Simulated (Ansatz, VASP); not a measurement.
Si2Mo: VASP beside Ansatz

INCAR

```
SYSTEM = Si2Mo
ALGO     = Normal         ! electronic algorithm
EDIFF    = 1E-6           ! SCF threshold, eV
ENCUT    = 520            ! plane-wave cutoff, eV
GGA      = PE             ! functional
ISIF     = 2              ! what is computed and relaxed
ISMEAR   = -1             ! smearing method
LASPH    = .TRUE.         ! aspherical terms in the spheres
LCHARG   = .TRUE.         ! write CHGCAR
LELF     = .TRUE.         ! ELF
LREAL    = .FALSE.        ! projectors in reciprocal space
LVHAR    = .TRUE.       
LWAVE    = .FALSE.        ! write WAVECAR
NBANDS   = 18             ! bands
NELM     = 80             ! most SCF steps
PREC     = Accurate       ! precision mode
SIGMA    = 0.05           ! smearing width, eV
```

The input KPOINTS:

```
k-points
0
G
  12 12 12
  0 0 0
```

The input POSCAR:

```
Si2Mo
1.0
   -1.6000000000      1.6000000000      3.9305000000
    1.6000000000     -1.6000000000      3.9305000000
    1.6000000000      1.6000000000     -3.9305000000
Mo Si
1 2
Direct
    0.0176620000      0.0018630000      0.0066410000
    0.6778390000      0.6943160000      0.0250040000
    0.3319990000      0.3458110000      0.0115010000
```

input.yaml

```yaml
crystal:
  lattice:
    - [-1.6, 1.6, 3.9305]
    - [1.6, -1.6, 3.9305]
    - [1.6, 1.6, -3.9305]
  atoms:
    - { symbol: Mo, position: [0.017662, 0.001863, 0.006641] }
    - { symbol: Si, position: [0.677839, 0.694316, 0.025004] }
    - { symbol: Si, position: [0.331999, 0.345811, 0.011501] }
kpoints:
  mp_grid: { grid: [12, 12, 12] }
scf:
  occupations: { method: fermi_dirac, width: 0.05 }
hamiltonian:
  xc: pbe
  pseudopotentials: { kind: all_electron, lapw: { basis_error: 0.001 } }
output:
  forces: true
  stress: true
  eigenvalues: true
  populations: true
```

Change from the starting cell: atoms moved at random, drawn with an rms of 0.05 Å.

Alike in both runs: task single point; functional PBE; k mesh 12 × 12 × 12; occupations fermi-dirac, width 0.05 eV; no spin polarisation.

```csv
,VASP,Ansatz
version,VASP 6.6.1,Ansatz 0.2.0
potentials or method,"VASP PAW PBE potentials, release 64 (Mo_sv, Si), cutoff 520 eV","all-electron LAPW, scalar-relativistic"
```

```csv
,VASP,Ansatz,Ansatz less VASP
gap on the k mesh at the Fermi level (eV),none,none,-
pressure (GPa),2.7,2.5,-0.14
"traceless stress, the component that is largest in VASP (GPa)",-0.76,-0.76,0.000
rms of the force components (eV/Å),0.464,0.465,+0.0006
```

Atom by atom the forces differ by 0.003 eV/Å (rms over components). A gap of «none» marks a metal or a gap that the smearing closes. Ansatz ran all-electron here, and VASP with PAW potentials.
